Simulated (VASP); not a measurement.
Input of a VASP 6.6.1 run:

INCAR

```
ALGO = Normal
EDIFF = 1E-6
ENCUT = 520
GGA = PE
ISIF = 2
ISMEAR = 0
ISPIN = 2
LASPH = T
LCHARG = F
LMAXMIX = 4
LORBIT = 11
LREAL = F
LWAVE = F
MAGMOM = 0 1 0 0 0
NBANDS = 41
NELM = 150
PREC = Accurate
SIGMA = 0.1
```

Contents of KPOINTS:

```
k-points
0
Gamma
  4 4 4
```

Contents of POSCAR:

```
LuTiF3
1.0
    4.2747219519      0.0000000000      0.0000000000
    0.0000000000      4.2747219519      0.0000000000
    0.0000000000      0.0000000000      4.2747219519
Lu Ti F
1 1 3
Direct
    0.0000000000      0.0000000000      0.0000000000
    0.5000000000      0.5000000000      0.5000000000
    0.0000000000      0.5000000000      0.5000000000
    0.5000000000      0.0000000000      0.5000000000
    0.5000000000      0.5000000000      0.0000000000
```

Potentials or basis: VASP PAW PBE potentials, release 64 (Lu, Ti_sv, F).

Launch:

```console
$ cat potpaw_PBE.64/Lu/POTCAR potpaw_PBE.64/Ti_sv/POTCAR potpaw_PBE.64/F/POTCAR > POTCAR
$ mpirun -np 1 vasp_std > vasp.out
```

(1) Predict the net moment.

(2) Estimate the pressure.

Answers

(1) 2.78 μB per cell.

(2) 0.1 GPa.

Caveat: the k points lie up to 0.37 Å⁻¹ apart.
